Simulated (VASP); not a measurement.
Runs of VASP 6.6.1 on Bi2Te3. The structure is that of space group R-3m (No. 166), or close to it. The cells are those of the table. 

```csv
task,cell,gap on the mesh (eV),pressure (GPa),largest force (eV/Å)
electric field gradients,"a = 10.495 Å, angles 24.9°, 5 atoms",(a),-3.2,0.36
electric field gradients,"a = 10.476 Å, angles 24.2°, 5 atoms",0.23,-0.6,0.10
electric field gradients,"a = 10.513, b = 10.465, c = 10.452 Å, angles 24.1, 24.3, 24.1°, 5 atoms",0.22,-0.6,0.12
electric field gradients,"a = 10.614 Å, angles 24.2°, 5 atoms",(b),-2.4,0.33
single point,"a = 10.513, b = 10.465, c = 10.452 Å, angles 24.1, 24.3, 24.1°, 5 atoms",0.22,-0.6,0.12
```

Alike in all rows: level PBEsol; potentials or basis VASP PAW PBE potentials, release 64 (Bi_d, Te); no spin polarisation; k mesh 7 × 7 × 7; cutoff (eV) 520; smearing fermi-dirac 0.08 eV.

Problem. Fill in the values left out.

Solution. (a) 0.18; (b) 0.25.

Caveats: the PAW data sets were made with another functional, which shifts forces and pressure a little; spin-orbit coupling is left out, which moves the levels of the heavy elements; the cell stands under tension (at least some runs).

A k mesh can miss the band edges, and the runs leave out spin-orbit coupling on Bi, Te.
